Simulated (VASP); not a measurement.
The system is As3Se2.

```
As Se
1.0
     3.33294    1.92427    6.06645
    -3.33294    1.92427    6.06645
     0.00000   -3.84855    6.06645
As Se
6 4
Cartesian
  -1.2915 -1.9243 7.5831
  2.3122 -0.1563 7.5831
  -1.0207 2.0806 7.5831
  1.2915 1.9243 10.6163
  -2.3122 0.1563 10.6163
  1.0207 -2.0806 10.6163
  0.0000 0.0000 15.5091
  0.0000 0.0000 11.7899
  0.0000 0.0000 2.6902
  0.0000 0.0000 6.4094
```

| Quantity | Value |
| --- | --- |
| Program | VASP 6.6.1 |
| Task | relaxation of cell and atoms |
| Functional | PBE |
| Potentials or basis | VASP PAW PBE potentials, release 64 (As, Se) |
| Cutoff | 600 eV |
| k mesh | 3 × 3 × 3 |
| Occupations | gaussian, width 0.1 eV |
| Spin | no spin polarisation |

At the start: pressure 4.4 GPa; volume 23.34 Å³/atom.

Problem. How do energy, volume and symmetry change on relaxing?

Solution. Over 27 steps the energy falls by 56.9 meV/atom and the volume is 23.87 Å³/atom (+2.3 %); space group R-3c (No. 167, to 0.1 Å) before and after.

The path:
| step | energy change (eV) | largest force (eV/Å) | pressure (GPa) | volume (Å³) |
| --- | --- | --- | --- | --- |
| 1 | 0.0000 | 0.0927 | 4.37 | 233.44 |
| 2 | -0.2172 | 0.0537 | -1.28 | 255.59 |
| 3 | -0.2348 | 0.0588 | -0.20 | 250.48 |
| 4 | -0.2605 | 0.0559 | -0.22 | 250.23 |
| 5 | -0.3281 | 0.1581 | -0.27 | 249.28 |
| 6 | -0.3596 | 0.4117 | -0.20 | 246.58 |
| 7 | -0.3674 | 0.3210 | -0.24 | 247.59 |
| 8 | -0.3971 | 0.3299 | -0.07 | 245.99 |
| 9 | -0.4625 | 0.3248 | 0.47 | 240.99 |
| 10 | -0.4631 | 0.3342 | 1.79 | 230.04 |
| 11 | -0.4828 | 0.3016 | 1.45 | 230.57 |
| 12 | -0.5214 | 0.1976 | 0.44 | 232.08 |
| 13 | -0.4709 | 0.0674 | -1.48 | 234.76 |
| 14 | -0.5254 | 0.1598 | 0.02 | 232.70 |
| 15 | -0.5256 | 0.1490 | -0.08 | 232.83 |
| 16 | -0.5313 | 0.1237 | 0.01 | 232.70 |
| 17 | -0.5431 | 0.0717 | 0.30 | 232.33 |
| 18 | -0.5418 | 0.0961 | 0.90 | 231.54 |
| 19 | -0.5465 | 0.0444 | 0.58 | 231.96 |
| 20 | -0.5517 | 0.0533 | 0.17 | 233.86 |
| 21 | -0.5525 | 0.0709 | -0.07 | 234.98 |
| 22 | -0.5538 | 0.0703 | -0.06 | 235.11 |
| 23 | -0.5572 | 0.0680 | -0.03 | 235.49 |
| 24 | -0.5627 | 0.0635 | 0.03 | 236.26 |
| 25 | -0.5680 | 0.0541 | 0.12 | 237.75 |
| 26 | -0.5662 | 0.0098 | -0.51 | 240.47 |
| 27 | -0.5689 | 0.0303 | -0.12 | 238.74 |

Final structure:
```xyz
10
Lattice="3.6830 2.1264 5.0807 -3.6830 2.1264 5.0807 0.0000 -4.2528 5.0807" Properties=species:S:1:pos:R:3 pbc="T T T"
As   -1.3055   -2.1264    6.3509
As    2.4943   -0.0674    6.3509
As   -1.1888    2.1938    6.3509
As    1.3055    2.1264    8.8913
As   -2.4943    0.0674    8.8913
As    1.1888   -2.1938    8.8913
Se    0.0000    0.0000   13.1923
Se    0.0000    0.0000    9.6710
Se    0.0000    0.0000    2.0499
Se    0.0000    0.0000    5.5712
```

Caveat: the k points lie up to 0.36 Å⁻¹ apart in the final cell.
